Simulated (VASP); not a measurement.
# Tl (Im-3m) in VASP: further runs, part 2 of 3

VASP 6.6.1. The steps go on from the part before.

### Step 3. Single point, PBEsol+D3(BJ)

This run uses another cell than the first one, of 24.70 Å³/atom.

Contents of INCAR:

```
PREC = Accurate
ENCUT = 500
EDIFF = 1E-6
ISMEAR = 0
SIGMA = 0.05
LREAL = F
LASPH = T
NELM = 120
ALGO = Normal
ISIF = 2
LWAVE = F
LCHARG = T
GGA = PS
IVDW = 12
LELF = T
LVHAR = T
NBANDS = 12
GGA_COMPAT = F
```

Contents of KPOINTS:

```
regular mesh
0
Gamma
  6 6 6
```

Contents of POSCAR:

```
Tl
1.0
   -1.8345257327      1.8345257327      1.8345257327
    1.8345257327     -1.8345257327      1.8345257327
    1.8345257327      1.8345257327     -1.8345257327
Tl
1
Direct
    0.0000000000      0.0000000000      0.0000000000
```

Potentials or basis: VASP PAW PBE potentials, release 64 (Tl_d).

Command:

```console
$ cat potpaw_PBE.64/Tl_d/POTCAR > POTCAR
$ mpirun -np 1 vasp_std > vasp.out
```

OUTCAR:

```text
PREC = Accurate
   ENCUT = 500
   EDIFF = 1E-6
   ISMEAR = 0
   LREAL = F
   LASPH = T
   NELM = 120
   ISIF = 2
   GGA = PS
   IVDW = 12
 IVDW          = 12

 ion  position               nearest neighbor table
   1  0.000  0.000  0.000-

  LATTYP: Found a body centered cubic cell.
 ALAT       =     3.6690514654

  Lattice vectors:

 A1 = (  -1.8345257327,   1.8345257327,   1.8345257327)
 A2 = (   1.8345257327,  -1.8345257327,   1.8345257327)
 A3 = (   1.8345257327,   1.8345257327,  -1.8345257327)

Analysis of symmetry for initial positions (statically):
=====================================================================
 Subroutine PRICEL returns:
 Original cell was already a primitive cell.

 Routine SETGRP: Setting up the symmetry group for a
 body centered cubic supercell.

 Subroutine GETGRP returns: Found 48 space group operations
 (whereof 48 operations were pure point group operations)
 out of a pool of 48 trial point group operations.

The static configuration has the point symmetry O_h .

Analysis of symmetry for dynamics (positions and initial velocities):
=====================================================================
 Subroutine PRICEL returns:
 Original cell was already a primitive cell.

 Routine SETGRP: Setting up the symmetry group for a
 body centered cubic supercell.

 Subroutine GETGRP returns: Found 48 space group operations
 (whereof 48 operations were pure point group operations)
 out of a pool of 48 trial point group operations.

The dynamic configuration has the point symmetry O_h .

 Subroutine INISYM returns: Found 48 space group operations
 (whereof 48 operations are pure point group operations),
 and found     1 'primitive' translations

----------------------------------------------------------------------------------------

                                     Primitive cell

  volume of cell :      24.6963

  direct lattice vectors                    reciprocal lattice vectors
    -1.834525733  1.834525733  1.834525733     0.000000000  0.272550006  0.272550006
     1.834525733 -1.834525733  1.834525733     0.272550006  0.000000000  0.272550006
     1.834525733  1.834525733 -1.834525733     0.272550006  0.272550006  0.000000000

  length of vectors
     3.177491777  3.177491777  3.177491777     0.385443915  0.385443915  0.385443915

  position of ions in fractional coordinates (direct lattice)
     0.000000000  0.000000000  0.000000000

  ion indices of the primitive-cell ions
   primitive index   ion index
                 1           1

----------------------------------------------------------------------------------------

 KPOINTS: regular mesh

Automatic generation of k-mesh.
 Grid dimensions read from file:
 generate k-points for:    6    6    6

 Generating k-lattice:

  Cartesian coordinates                     Fractional coordinates (reciprocal lattice)
     0.000000000  0.045425001  0.045425001     0.166666667  0.000000000  0.000000000
     0.045425001  0.000000000  0.045425001     0.000000000  0.166666667  0.000000000
     0.045425001  0.045425001  0.000000000     0.000000000  0.000000000  0.166666667

  Length of vectors
     0.064240653  0.064240653  0.064240653

  Shift w.r.t. Gamma in fractional coordinates (k-lattice)
     0.000000000  0.000000000  0.000000000

 Subroutine IBZKPT returns following result:
 ===========================================

 Found     16 irreducible k-points:

 Following reciprocal coordinates:
            Coordinates               Weight
  0.000000  0.000000  0.000000      1.000000
  0.166667  0.000000  0.000000     12.000000
  0.333333  0.000000  0.000000     12.000000
  0.500000  0.000000  0.000000      6.000000
  0.166667  0.166667  0.000000     24.000000
  0.333333  0.166667  0.000000     48.000000
[... 8 lines left out ...]
  0.500000  0.500000  0.333333     12.000000
  0.500000  0.500000  0.500000      1.000000
   k-points           NKPTS =     16   k-points in BZ     NKDIM =     16   number of bands    NBANDS=     12
   number of dos      NEDOS =    301   number of ions     NIONS =      1
   total plane-waves  NPLWV =  13824
   dimension x,y,z NGX =    24 NGY =   24 NGZ =   24
   dimension x,y,z NGXF=    48 NGYF=   48 NGZF=   48
   ions per type =               1
   NGX,Y,Z   is equivalent  to a cutoff of  12.56, 12.56, 12.56 a.u.
   NGXF,Y,Z  is equivalent  to a cutoff of  25.11, 25.11, 25.11 a.u.
 SYSTEM =  unknown system
   PREC   = accura    normal or accurate (medium, high low for compatibility)
   ISTART =      0    job   : 0-new  1-cont  2-samecut
   ICHARG =      2    charge: 1-file 2-atom 10-const
   ISPIN  =      1    spin polarized calculation?
   LNONCOLLINEAR =      F non collinear calculations
   LSORBIT =      F    spin-orbit coupling
   LASPH  =      T    aspherical Exc in radial PAW
   ENCUT  =  500.0 eV  36.75 Ry    6.06 a.u.   5.79  5.79  5.79*2*pi/ulx,y,z
   NELM   =    120;   NELMIN=  2; NELMDL= -5     # of ELM steps
   EDIFF  = 0.1E-05   stopping-criterion for ELM
   LREAL  =      F    real-space projection
   EDIFFG = 0.1E-04   stopping-criterion for IOM
   NSW    =      0    number of steps for IOM
   IBRION =     -1    ionic relax: 0-MD 1-quasi-New 2-CG
   NFREE  =      0    steps in history (QN), initial steepest desc. (CG)
   ISIF   =      2    stress and relaxation
   ISYM   =      2    0-nonsym 1-usesym 2-fastsym
   POTIM  = 0.5000    time-step for ionic-motion
   TEBEG  =    0.0;   TEEND  =   0.0 temperature during run
   PSTRESS=    0.0 pullay stress
   NELECT =      13.0000    total number of electrons
   NUPDOWN=      -1.0000    fix difference up-down
   EMIN   =  10.00;   EMAX   =-10.00  energy-range for DOS
   EFERMI =   0.00;   METHOD = LEGACY
   ISMEAR =     0;   SIGMA  =   0.05  broadening in eV -4-tet -1-fermi 0-gaus
   EFERMI_NEDOS =   21; number of points for ismear=-14 and -15
   IALGO  =     38    algorithm
   IMIX   =      4    mixing-type and parameters
     AMIX     =   0.40;   BMIX     =  1.00
     AMIX_MAG =   1.60;   BMIX_MAG =  1.00
  volume/ion in A,a.u.               =      24.70       166.66
  Fermi-wavevector in a.u.,A,eV,Ry     =   1.321840  2.497915 23.772920  1.747260
  Thomas-Fermi vector in A             =   2.451564
   LORBIT       =      0    0 simple, 1 ext, 2 COOP (PROOUT), +10 PAW based schemes
   GGA     = PS    functional components
   LHFCALC =     F    Hartree Fock is set to
   AEXX    =    0.0000 exact exchange contribution
   IVDW    =    12    specifies the selected vdW correction
   LEPSILON=     F    determine dielectric tensor
   LRPA    =     F    only Hartree local field effects (RPA)
 non-spin polarized calculation
 Gauss-broadening in eV      SIGMA  =   0.05
  energy-cutoff  :      500.00
  volume of cell :       24.70
 maximum number of plane-waves:       640
   NGX = 11   NGY = 11   NGZ = 11

 number of electron      13.0000005 magnetization

 Free energy of the ion-electron system (eV)
  ---------------------------------------------------
  ext. energy  EPLUGINS =         0.00000000
  ---------------------------------------------------
  free energy    TOTEN  =        -2.52876618 eV

  energy without entropy =       -2.52550671  energy(sigma->0) =       -2.52713645

 E-fermi :   7.8143     XC(G=0): -11.1259

 val. band max:        7.7858801455   @ k =   0.5000   0.5000   0.3333
 cond. band min:       7.8454547810   @ k =  -0.3333   0.5000   0.1667
 fundamental gap:      0.0595746355
 Fermi energy:         7.8142658309

 k-point     1 :       0.0000    0.0000    0.0000
  band No.  band energies     occupation
      1      -3.8369      2.00000
      2      -3.8369      2.00000
      3      -3.8369      2.00000
      4      -3.2249      2.00000
      5      -3.2249      2.00000
      6      -3.1094      2.00000
      7      20.5882      0.00000
      8      20.5882      0.00000
      9      20.5882      0.00000
     10      20.6762      0.00000
     11      20.6762      0.00000
     12      20.6762      0.00000
[... 211 lines left out ...]
 k-point    16 :       0.5000    0.5000    0.5000
  band No.  band energies     occupation
      1      -4.1859      2.00000
      2      -4.1859      2.00000
      3      -2.9138      2.00000
      4      -2.9138      2.00000
      5      -2.9138      2.00000
      6       7.4041      2.00000
      7       9.4366      0.00000
      8       9.4366      0.00000
      9       9.4366      0.00000
     10      15.1200      0.00000
     11      15.1200      0.00000
     12      27.0742      0.00000

------------------------ aborting loop because EDIFF is reached ----------------------------------------

 Edisp (eV)   -0.44597

 E8    (eV) :    -0.3326

  FORCE on cell =-STRESS in cart. coord.  units (eV):
  Direction    XX          YY          ZZ          XY          YZ          ZX
  --------------------------------------------------------------------------------------
  -------------------------------------------------------------------------------------
  Total       0.70545     0.70545     0.70545     0.00000     0.00000    -0.00000
  in kB      45.76620    45.76620    45.76620     0.00000     0.00000    -0.00000
  external pressure =       45.77 kB  Pullay stress =        0.00 kB

 VOLUME and BASIS-vectors are now :
 -----------------------------------------------------------------------------
  energy-cutoff  :      500.00
  volume of cell :       24.70
      direct lattice vectors                 reciprocal lattice vectors
    -1.834525733  1.834525733  1.834525733     0.000000000  0.272550006  0.272550006
     1.834525733 -1.834525733  1.834525733     0.272550006  0.000000000  0.272550006
     1.834525733  1.834525733 -1.834525733     0.272550006  0.272550006  0.000000000

 POSITION                                       TOTAL-FORCE (eV/Angst)
 -----------------------------------------------------------------------------------
      0.00000      0.00000      0.00000        -0.000000     -0.000000     -0.000000
 -----------------------------------------------------------------------------------
    total drift:                               -0.000000      0.000000      0.000000

  FREE ENERGIE OF THE ION-ELECTRON SYSTEM (eV)
  ---------------------------------------------------
  free  energy   TOTEN  =        -2.9747407796 eV

  energy  without entropy=       -2.9714813086  energy(sigma->0) =       -2.97311104
```

OSZICAR:

```text
N       E                     dE             d eps       ncg     rms          rms(c)
DAV:   1     0.473570764990E+02    0.47357E+02   -0.66849E+03   408   0.926E+02
DAV:   2    -0.201472230274E+01   -0.49372E+02   -0.48591E+02   428   0.213E+02
DAV:   3    -0.258087307904E+01   -0.56615E+00   -0.56587E+00   444   0.205E+01
DAV:   4    -0.258297577334E+01   -0.21027E-02   -0.21026E-02   436   0.146E+00
DAV:   5    -0.258299666761E+01   -0.20894E-04   -0.20894E-04   448   0.136E-01    0.372E+00
DAV:   6    -0.253793745998E+01    0.45059E-01   -0.68271E-02   404   0.265E+00    0.250E+00
DAV:   7    -0.252943631295E+01    0.85011E-02   -0.23500E-02   400   0.153E+00    0.905E-01
DAV:   8    -0.252876438311E+01    0.67193E-03   -0.12398E-03   424   0.351E-01    0.499E-02
DAV:   9    -0.252876554828E+01   -0.11652E-05   -0.72947E-06   420   0.301E-02    0.107E-02
DAV:  10    -0.252876618094E+01   -0.63266E-06   -0.79481E-07   308   0.978E-03
   1 F= -.29747408E+01 E0= -.29731110E+01  d E =-.325947E-02
```

Run time: 4.3 s. Hardware: 1 thread of Intel Xeon 6975P-C (Granite Rapids), shared host; peak memory 0.14 GiB.

What came out:

| Property | Result |
| --- | --- |
| Free energy | -2.9747 eV |
| Pressure | 4.6 GPa |
| Band gap on the k mesh | zero (an odd number of electrons rules out a gap without spin polarisation) |
| Dispersion energy per atom | -0.446 eV |

Levels at points of the mesh, in eV from the Fermi level:
| k point | band 2 | band 3 | band 4 | band 5 | band 6 | band 7 | band 8 | band 9 | band 10 | band 11 |
| --- | --- | --- | --- | --- | --- | --- | --- | --- | --- | --- |
| (0.00, 0.00, 0.00) | -11.65 | -11.65 | -11.04 | -11.04 | -10.92 | 12.77 | 12.77 | 12.77 | 12.86 | 12.86 |
| (0.50, 0.00, 0.00) | -11.93 | -11.08 | -11.03 | -10.63 | -4.65 | -3.16 | 6.73 | 7.83 | 11.62 | 12.62 |
| (0.50, 0.50, 0.50) | -12.00 | -10.73 | -10.73 | -10.73 | -0.41 | 1.62 | 1.62 | 1.62 | 7.31 | 7.31 |

Caveat: the k points lie up to 0.40 Å⁻¹ apart, too coarse for converged energies and pressures of a metal; three body term missing; the PAW data sets were made with another functional, which shifts forces and pressure a little; spin-orbit coupling is left out, which moves the levels of the heavy elements.

(Part 2 of 3 ends here.)

The gap in the log of VASP goes by the Fermi energy; the results here count the filled bands.